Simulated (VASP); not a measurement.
A run of VASP 6.6.1:

File INCAR:

```
SYSTEM = Si
ALGO = Normal
EDIFF = 1E-6
ENCUT = 520
GGA = PE
ISIF = 2
ISMEAR = 0
LASPH = .TRUE.
LCHARG = .TRUE.
LELF = .TRUE.
LREAL = .FALSE.
LVHAR = .TRUE.
LWAVE = .FALSE.
NBANDS = 11
NELM = 60
PREC = Accurate
SIGMA = 0.05
```

The input KPOINTS:

```
k-points
0
G
  10 10 10
  0 0 0
```

File POSCAR:

```
Si
1.0
    0.0000000000      2.6144636207      3.1363105594
    2.6144636207      0.0000000000      3.1363105594
    2.6144636207      2.6144636207      0.0000000000
Si
2
Direct
    0.5000000000      0.5000000000      0.5000000000
    0.7500000000      0.7500000000      0.7500000000
```

Potentials or basis: VASP PAW PBE potentials, release 64 (Si).

The run is started by

```bash
$ cat potpaw_PBE.64/Si/POTCAR > POTCAR
$ mpirun -np 1 vasp_std > vasp.out
```

Hardware: 1 thread of AMD EPYC 7R13, on a shared host.

**Question.** Estimate the wall time of this run.

**Answer.** It took 71 s on 1 thread of AMD EPYC 7R13, with other jobs on the host, peak memory 0.15 GiB. Counts: scf iterations 11, k points 102.
